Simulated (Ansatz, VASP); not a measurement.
**One calculation of GaAs, two programs**

Contents of INCAR:

```
PREC = Accurate
ENCUT = 520
EDIFF = 1E-6
ISMEAR = -1
SIGMA = 0.02
LREAL = F
LASPH = T
NELM = 100
ALGO = Normal
ISIF = 2
LWAVE = F
LCHARG = T
GGA = PE
LELF = T
LVHAR = T
NBANDS = 26
```

Contents of KPOINTS:

```
Automatic mesh
0
Gamma
  8 5 8
```

File POSCAR:

```
GaAs
1.0
   -2.8723074171      2.8723074171      0.0000000000
    0.0000000000      0.0000000000      5.7446148342
    2.8723074171      2.8723074171      0.0000000000
Ga As
2 2
Direct
    0.0000000000      0.0000000000      0.0000000000
    0.5000000000      0.5000000000      0.5000000000
    0.0000000000      0.2500000000      0.5000000000
    0.5000000000      0.7500000000      0.0000000000
```

Input for Ansatz:

```yaml
crystal:
  lattice:
    - [-2.8723074171, 2.8723074171, 0.0]
    - [0.0, 0.0, 5.7446148342]
    - [2.8723074171, 2.8723074171, 0.0]
  atoms:
    - { symbol: Ga, position: [0.0, 0.0, 0.0] }
    - { symbol: Ga, position: [0.5, 0.5, 0.5] }
    - { symbol: As, position: [0.0, 0.25, 0.5] }
    - { symbol: As, position: [0.5, 0.75, 0.0] }
kpoints:
  mp_grid: { grid: [8, 5, 8] }
scf:
  occupations: { method: fermi_dirac, width: 0.02 }
hamiltonian:
  xc: pbe
  pseudopotentials: { kind: paw }
output:
  forces: true
  stress: true
  eigenvalues: true
  write_density: true
  write_potential: true
  elf: true
  volumetric_format: npy
```

Alike in both runs: task single point; functional PBE; k mesh 8 × 5 × 8; occupations fermi-dirac, width 0.02 eV; no spin polarisation.

|  | VASP | Ansatz |
| --- | --- | --- |
| version | VASP 6.6.1 | Ansatz 0.2.0 |
| potentials or method | VASP PAW PBE potentials, release 64 (Ga_d, As) | PAW with Ansatz's default frozen-core files, scalar-relativistic |
| plane-wave cutoff (eV) | 520 | 420 |
| valence electrons in the cell | 36 | 56 |

Ansatz gave:

* pressure (GPa): 0.0

Question: What did VASP give for the same quantities?

Answer: Pressure (GPa): 0.2.

VASP's potentials hold 36 valence electrons a cell and Ansatz's 56, so a difference there can come from the potentials and not from the codes.
